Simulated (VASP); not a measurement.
# Au16Cl in VASP: a series of runs

The runs below take Au16Cl through single point, with PBE.

Everything below comes from runs of VASP 6.6.1. Logs are shortened: lines on timing, memory, paths and dates and some standing lists are left out, and cuts for length are marked.

**1. The cell of the first run**

The cell holds a slab with vacuum, 17 atoms: a = 8.160 Å, b = 5.770 Å, c = 16.327 Å, α = 90.00°, β = 90.00°, γ = 90.00°.

**2. Single point, PBE**

Input file INCAR:

```
SYSTEM = Au16Cl
PREC = Accurate
ENCUT = 520
EDIFF = 1E-7
ISMEAR = 0
SIGMA = 0.05
LREAL = Auto
LASPH = .True.
NELM = 100
ALGO = Normal
ISIF = 2
LWAVE = .False.
LCHARG = .False.
GGA = PE
NBANDS = 106
```

Input file KPOINTS:

```
regular mesh
0
Gamma
  2 3 1
  0 0 0
```

Input file POSCAR:

```
Au16Cl
1.0
    8.1600000000      0.0000000000      0.0000000000
    0.0000000000      5.7699910000      0.0000000000
    0.0000000000      0.0000000000     16.3274940000
Au Cl
16 1
Direct
    0.2500000000      0.2500000433      0.0612463860
    0.7500000000      0.2500000433      0.0612463860
    0.2500000000      0.7499999567      0.0612463860
    0.7500000000      0.7499999567      0.0612463860
   -0.0008834559      0.0025540768      0.1391734090
    0.5018911765      0.0025071096      0.1396418826
   -0.0019992647      0.5025035568      0.1399044458
    0.5021394608      0.5025373523      0.1402111677
   -0.0498503676      0.2614577735      0.2907846728
    0.5522871324      0.2614704252      0.2911345121
   -0.0590857843      0.7625616747      0.2917044710
    0.5633986520      0.7628232002      0.2919528251
   -0.2482454657      0.0199107763      0.4064481053
    0.2510791667      0.0045362289      0.2620952119
   -0.2499955882      0.5310595805      0.4059479673
    0.2508508578      0.5103824252      0.2617768532
   -0.2283545343      0.2999784575      0.5290284596
```

Potentials or basis: VASP PAW PBE potentials, release 64 (Au, Cl).

Launch:

```sh
cat potpaw_PBE.64/Au/POTCAR potpaw_PBE.64/Cl/POTCAR > POTCAR
mpirun -np 1 vasp_std > vasp.out
```

OUTCAR:

```text
SYSTEM = Au16Cl
   PREC = Accurate
   ENCUT = 520
   EDIFF = 1E-7
   ISMEAR = 0
   LREAL = Auto
   LASPH = .True.
   NELM = 100
   ISIF = 2
   GGA = PE

 ion  position               nearest neighbor table
   1  0.250  0.250  0.061-   5 2.80   6 2.81   7 2.83   8 2.83   3 2.88   3 2.88  14 3.57  16 3.60

   2  0.750  0.250  0.061-   6 2.79   5 2.79   7 2.80   8 2.81   4 2.88   4 2.88
   3  0.250  0.750  0.061-   7 2.81   5 2.82   8 2.82   6 2.83   1 2.88   1 2.88  16 3.55  14 3.59

   4  0.750  0.750  0.061-   7 2.79   8 2.79   6 2.80   5 2.81   2 2.88   2 2.88
   5  0.999  0.003  0.139-   2 2.79   1 2.80   4 2.81   3 2.82  14 2.87   7 2.88   7 2.89  11 2.89
                             9 2.92
   6  0.502  0.003  0.140-   2 2.79   4 2.80   1 2.81   3 2.83  14 2.86   8 2.88   8 2.89  12 2.89
                            10 2.92
   7  0.998  0.503  0.140-   4 2.79   2 2.80   3 2.81   1 2.83   9 2.86  16 2.87   5 2.88   5 2.89
                            11 2.93
   8  0.502  0.503  0.140-   4 2.79   2 2.81   3 2.82   1 2.83  16 2.85  10 2.86   6 2.88   6 2.89
                            12 2.94
   9  0.950  0.261  0.291-  13 2.85   7 2.86  11 2.88  16 2.88  11 2.89  14 2.91   5 2.92  15 2.94
                            10 3.25
  10  0.552  0.261  0.291-  13 2.85   8 2.86  12 2.88  16 2.89  12 2.89  14 2.91   6 2.92  15 2.92
                             9 3.25
  11  0.941  0.763  0.292-  15 2.77  13 2.85   9 2.88   5 2.89   9 2.89  14 2.93   7 2.93  16 2.96
                            12 3.08
  12  0.563  0.763  0.292-  15 2.75  13 2.84  10 2.88   6 2.89  10 2.89   8 2.94  14 2.95  16 2.98
                            11 3.08
  13  0.752  0.020  0.406-  17 2.58  15 2.82  12 2.84  11 2.85   9 2.85  10 2.85  15 2.95
  14  0.251  0.005  0.262-  16 2.85   6 2.86   5 2.87   9 2.91  10 2.91  16 2.92  11 2.93  12 2.95
                             1 3.57   3 3.59
  15  0.750  0.531  0.406-  17 2.42  12 2.75  11 2.77  13 2.82  10 2.92   9 2.94  13 2.95
  16  0.251  0.510  0.262-  14 2.85   8 2.85   7 2.87   9 2.88  10 2.89  14 2.92  11 2.96  12 2.98
                             3 3.55   1 3.60
  17  0.772  0.300  0.529-  15 2.42  13 2.58

  LATTYP: Found a simple orthorhombic cell.
 ALAT       =     5.7699910000
 B/A-ratio  =     1.4142136444
 C/A-ratio  =     2.8297260776

  Lattice vectors:

 A1 = (   0.0000000000,  -5.7699910000,   0.0000000000)
 A2 = (   8.1600000000,   0.0000000000,   0.0000000000)
 A3 = (   0.0000000000,   0.0000000000,  16.3274940000)

Analysis of symmetry for initial positions (statically):
=====================================================================
 Subroutine PRICEL returns:
 Original cell was already a primitive cell.

 Routine SETGRP: Setting up the symmetry group for a
 simple orthorhombic supercell.

 Subroutine GETGRP returns: Found  1 space group operations
 (whereof  1 operations were pure point group operations)
 out of a pool of  8 trial point group operations.

The static configuration has the point symmetry C_1 .

Analysis of symmetry for dynamics (positions and initial velocities):
=====================================================================
 Subroutine PRICEL returns:
 Original cell was already a primitive cell.

 Routine SETGRP: Setting up the symmetry group for a
 simple orthorhombic supercell.

 Subroutine GETGRP returns: Found  1 space group operations
 (whereof  1 operations were pure point group operations)
 out of a pool of  8 trial point group operations.

The dynamic configuration has the point symmetry C_1 .

 Subroutine INISYM returns: Found  1 space group operations
 (whereof  1 operations are pure point group operations),
 and found     1 'primitive' translations

----------------------------------------------------------------------------------------

                                     Primitive cell

  volume of cell :     768.7495

  direct lattice vectors                    reciprocal lattice vectors
     8.160000000  0.000000000  0.000000000     0.122549020  0.000000000  0.000000000
     0.000000000  5.769991000  0.000000000     0.000000000  0.173310496  0.000000000
     0.000000000  0.000000000 16.327494000     0.000000000  0.000000000  0.061246386

  length of vectors
     8.160000000  5.769991000 16.327494000     0.122549020  0.173310496  0.061246386

  position of ions in fractional coordinates (direct lattice)
     0.250000000  0.250000043  0.061246386
     0.750000000  0.250000043  0.061246386
     0.250000000  0.749999957  0.061246386
     0.750000000  0.749999957  0.061246386
     0.999116544  0.002554077  0.139173409
     0.501891177  0.002507110  0.139641883
[... 9 lines left out ...]
     0.250850858  0.510382425  0.261776853
     0.771645466  0.299978458  0.529028460

  ion indices of the primitive-cell ions
   primitive index   ion index
                 1           1
                 2           2
                 3           3
                 4           4
                 5           5
                 6           6
[... 9 lines left out ...]
                16          16
                17          17

----------------------------------------------------------------------------------------

 KPOINTS: regular mesh

Automatic generation of k-mesh.
 Grid dimensions read from file:
 generate k-points for:    2    3    1

 Generating k-lattice:

  Cartesian coordinates                     Fractional coordinates (reciprocal lattice)
     0.061274510  0.000000000  0.000000000     0.500000000  0.000000000  0.000000000
     0.000000000  0.057770165  0.000000000     0.000000000  0.333333333  0.000000000
     0.000000000  0.000000000  0.061246386     0.000000000  0.000000000  1.000000000

  Length of vectors
     0.061274510  0.057770165  0.061246386

  Shift w.r.t. Gamma in fractional coordinates (k-lattice)
     0.000000000  0.000000000  0.000000000

 Subroutine IBZKPT returns following result:
 ===========================================

 Found      4 irreducible k-points:

 Following reciprocal coordinates:
            Coordinates               Weight
  0.000000  0.000000  0.000000      1.000000
  0.500000  0.000000  0.000000      1.000000
  0.000000  0.333333  0.000000      2.000000
  0.500000  0.333333  0.000000      2.000000
   k-points           NKPTS =      4   k-points in BZ     NKDIM =      4   number of bands    NBANDS=    106
   number of dos      NEDOS =    301   number of ions     NIONS =     17
   total plane-waves  NPLWV = 387072
   dimension x,y,z NGX =    64 NGY =   48 NGZ =  126
   dimension x,y,z NGXF=   128 NGYF=   96 NGZF=  252
   ions per type =              16   1
   NGX,Y,Z   is equivalent  to a cutoff of  13.04, 13.83, 12.83 a.u.
   NGXF,Y,Z  is equivalent  to a cutoff of  26.08, 27.66, 25.66 a.u.
 SYSTEM =  Au16Cl
   PREC   = accura    normal or accurate (medium, high low for compatibility)
   ISTART =      0    job   : 0-new  1-cont  2-samecut
   ICHARG =      2    charge: 1-file 2-atom 10-const
   ISPIN  =      1    spin polarized calculation?
   LNONCOLLINEAR =      F non collinear calculations
   LSORBIT =      F    spin-orbit coupling
   LASPH  =      T    aspherical Exc in radial PAW
   ENCUT  =  520.0 eV  38.22 Ry    6.18 a.u.  15.17 10.73 30.36*2*pi/ulx,y,z
   NELM   =    100;   NELMIN=  2; NELMDL= -5     # of ELM steps
   EDIFF  = 0.1E-06   stopping-criterion for ELM
   LREAL  =      T    real-space projection
   EDIFFG = 0.1E-05   stopping-criterion for IOM
   NSW    =      0    number of steps for IOM
   IBRION =     -1    ionic relax: 0-MD 1-quasi-New 2-CG
   NFREE  =      0    steps in history (QN), initial steepest desc. (CG)
   ISIF   =      2    stress and relaxation
   ISYM   =      2    0-nonsym 1-usesym 2-fastsym
   POTIM  = 0.5000    time-step for ionic-motion
   TEBEG  =    0.0;   TEEND  =   0.0 temperature during run
   PSTRESS=    0.0 pullay stress
   NELECT =     183.0000    total number of electrons
   NUPDOWN=      -1.0000    fix difference up-down
   EMIN   =  10.00;   EMAX   =-10.00  energy-range for DOS
   EFERMI =   0.00;   METHOD = LEGACY
   ISMEAR =     0;   SIGMA  =   0.05  broadening in eV -4-tet -1-fermi 0-gaus
   EFERMI_NEDOS =   21; number of points for ismear=-14 and -15
   IALGO  =     38    algorithm
   IMIX   =      4    mixing-type and parameters
     AMIX     =   0.40;   BMIX     =  1.00
     AMIX_MAG =   1.60;   BMIX_MAG =  1.00
  volume/ion in A,a.u.               =      45.22       305.16
  Fermi-wavevector in a.u.,A,eV,Ry     =   1.014605  1.917325 14.006149  1.029423
  Thomas-Fermi vector in A             =   2.147842
   LORBIT       =      0    0 simple, 1 ext, 2 COOP (PROOUT), +10 PAW based schemes
   GGA     = PE    functional components
   LHFCALC =     F    Hartree Fock is set to
   AEXX    =    0.0000 exact exchange contribution
   IVDW    =     0    specifies the selected vdW correction
   LEPSILON=     F    determine dielectric tensor
   LRPA    =     F    only Hartree local field effects (RPA)
 non-spin polarized calculation
 Gauss-broadening in eV      SIGMA  =   0.05
  energy-cutoff  :      520.00
  volume of cell :      768.75
 maximum number of plane-waves:     20751
 NGX is ok and might be reduce to    64
   NGX = 31   NGY = 21   NGZ = 61

 number of electron     183.0000012 magnetization

 Free energy of the ion-electron system (eV)
  ---------------------------------------------------
  ext. energy  EPLUGINS =         0.00000000
  ---------------------------------------------------
  free energy    TOTEN  =       -49.73123222 eV

  energy without entropy =      -49.72225886  energy(sigma->0) =      -49.72674554

 E-fermi :   0.0131     XC(G=0):  -6.0551

 val. band max:       -0.0304491196   @ k =   0.0000   0.3333   0.0000
 cond. band min:       0.0506503731   @ k =   0.0000   0.0000   0.0000
 fundamental gap:      0.0810994927
 Fermi energy:         0.0131231912

 k-point     1 :       0.0000    0.0000    0.0000
  band No.  band energies     occupation
      1     -14.9984      2.00000
      2      -7.8515      2.00000
      3      -6.7372      2.00000
      4      -6.5143      2.00000
      5      -6.1484      2.00000
      6      -6.0157      2.00000
[... 413 lines left out ...]
    102       3.6750      0.00000
    103       4.1018      0.00000
 [bands above 103 left out]

------------------------ aborting loop because EDIFF is reached ----------------------------------------

  FORCE on cell =-STRESS in cart. coord.  units (eV):
  Direction    XX          YY          ZZ          XY          YZ          ZX
  --------------------------------------------------------------------------------------
  -------------------------------------------------------------------------------------
  Total       -3.4563251    -15.3742231     -1.0216558     -0.0203231     -1.5094582     -0.1257239
  in kB       -7.2034466    -32.0419497     -2.1292682     -0.0423560     -3.1459139     -0.2620255
  external PRESSURE =     -13.7915548 kB  Pullay stress =       0.0000000 kB

 VOLUME and BASIS-vectors are now :
 -----------------------------------------------------------------------------
  energy-cutoff  :      520.00
  volume of cell :      768.75
      direct lattice vectors                 reciprocal lattice vectors
     8.160000000  0.000000000  0.000000000     0.122549020  0.000000000  0.000000000
     0.000000000  5.769991000  0.000000000     0.000000000  0.173310496  0.000000000
     0.000000000  0.000000000 16.327494000     0.000000000  0.000000000  0.061246386

 POSITION                                       TOTAL-FORCE (eV/Angst)
 -----------------------------------------------------------------------------------
      2.04000      1.44250      1.00000         0.016051      0.051263     -0.062011
      6.12000      1.44250      1.00000        -0.009424      0.047590      0.115975
      2.04000      4.32749      1.00000         0.003358      0.008851     -0.079941
      6.12000      4.32749      1.00000        -0.004688      0.018349      0.104071
      8.15279      0.01474      2.27235         0.003398      0.003739     -0.001769
      4.09543      0.01447      2.28000         0.000749      0.004121      0.002909
[... 9 lines left out ...]
      2.04694      2.94490      4.27416         0.001301      0.017785      0.009362
      6.29663      1.73087      8.63771        -0.023093     -0.266919     -0.137674
 -----------------------------------------------------------------------------------
    total drift:                               -0.000195     -0.004052      0.010644

  FREE ENERGIE OF THE ION-ELECTRON SYSTEM (eV)
  ---------------------------------------------------
  free  energy   TOTEN  =       -49.7312322151 eV

  energy  without entropy=      -49.7222588566  energy(sigma->0) =      -49.72674554
```

Wall time 10 min (1 thread of Intel Xeon Platinum 8559C (Emerald Rapids), shared host); peak memory 0.82 GiB.

What came out:

```
Free energy            : -49.7312 eV
Largest force          : 0.301 eV/Å
Band gap on the k mesh : zero (an odd number of electrons rules out a gap without spin polarisation)
```

Forces in eV/Å, atoms in the order of the input:
```
Au   0.016  0.051 -0.062
Au  -0.009  0.048  0.116
Au   0.003  0.009 -0.080
Au  -0.005  0.018  0.104
Au   0.003  0.004 -0.002
Au   0.001  0.004  0.003
Au   0.003  0.002 -0.003
Au  -0.002  0.003  0.003
Au   0.004  0.011 -0.008
Au  -0.004  0.012 -0.004
Au  -0.007  0.025  0.002
Au   0.019  0.028  0.010
Au   0.000  0.004  0.042
Au   0.000  0.010  0.005
Au  -0.001  0.021  0.001
Au   0.001  0.018  0.009
Cl  -0.023 -0.267 -0.138
```

Caveat: the k points lie up to 0.38 Å⁻¹ apart, too coarse for converged energies and pressures of a metal; there is no dipole correction, which matters where the two faces differ; spin-orbit coupling is left out, which moves the levels of the heavy elements.

(Part 1 of 2 ends here.)

The gap in the log of VASP goes by the Fermi energy; the results here count the filled bands.